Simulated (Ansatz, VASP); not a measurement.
# C: VASP beside Ansatz

```
C
1.0
     2.48962    0.00000    0.00000
    -1.24481    2.15608    0.00000
     0.00000    0.00000    8.21427
C
8
Direct
  0.95421 0.00000 0.09294
  0.04579 0.00000 0.59294
  0.04579 0.00000 0.40706
  0.95421 0.00000 0.90706
  0.29539 0.66667 0.15554
  0.70461 0.33333 0.65554
  0.37127 0.66667 0.34446
  0.62873 0.33333 0.84446
```

Change from the starting cell: mode 4 frozen in at -0.114 Å and mode 5 at +0.000 Å (largest displacements).

Alike in both runs: task single point; functional LDA; k mesh 12 × 12 × 4; occupations gaussian, width 0.05 eV; no spin polarisation.

|  | VASP | Ansatz |
| --- | --- | --- |
| version | VASP 6.6.1 | Ansatz 0.2.0 |
| potentials or method | VASP PAW LDA potentials, release 64 (C_h), cutoff 1300 eV | scalar-relativistic, plane waves, PAW |
| valence electrons in the cell | 32 | 32 |

```csv
,VASP,Ansatz,Ansatz less VASP
gap on the k mesh at the Fermi level (eV),4.60,4.61,+0.009
least direct gap on the mesh (eV),5.36,5.36,+0.001
pressure (GPa),1.1,0.1,-1.02
"traceless stress, the component that is largest in VASP (GPa)",-1.08,-1.09,-0.008
rms of the force components (eV/Å),0.416,0.417,+0.0007
```

Ansatz warns that its potentials were made for another functional, while VASP's fit it. LDA's correlation is that of Perdew and Zunger in VASP and of Perdew and Wang (1992) in Ansatz. Atom by atom the forces differ by 0.003 eV/Å (rms over components).
